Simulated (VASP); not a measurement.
Crystal: NaI.

```
CELL_PARAMETERS angstrom
0.00000 3.23640 3.23640
3.23640 0.00000 3.23640
3.23640 3.23640 0.00000
ATOMIC_POSITIONS crystal
Na 0.00000 0.00000 0.00000
I 0.50000 0.50000 0.50000
```

Base run:

* Program: VASP 6.6.1
* Functional: PBE
* Potentials or basis: VASP PAW PBE potentials, release 64 (Na_pv, I)
* Cutoff: 520 eV
* k mesh: 8 × 8 × 8
* Occupations: fermi-dirac, width 0.02 eV
* Spin: no spin polarisation

Its results: band gap on the k mesh 3.64 eV; pressure 0.4 GPa.

Task: The run is repeated on the same cell with these changes: functional from PBE to LDA; potentials or basis from VASP PAW PBE potentials, release 64 (Na_pv, I) to VASP PAW LDA potentials, release 64 (Na_pv, I). What comes out?

Result: Band gap on the k mesh 3.35 eV; pressure -1.6 GPa.

Caveats: spin-orbit coupling is left out, which moves the levels of the heavy elements.

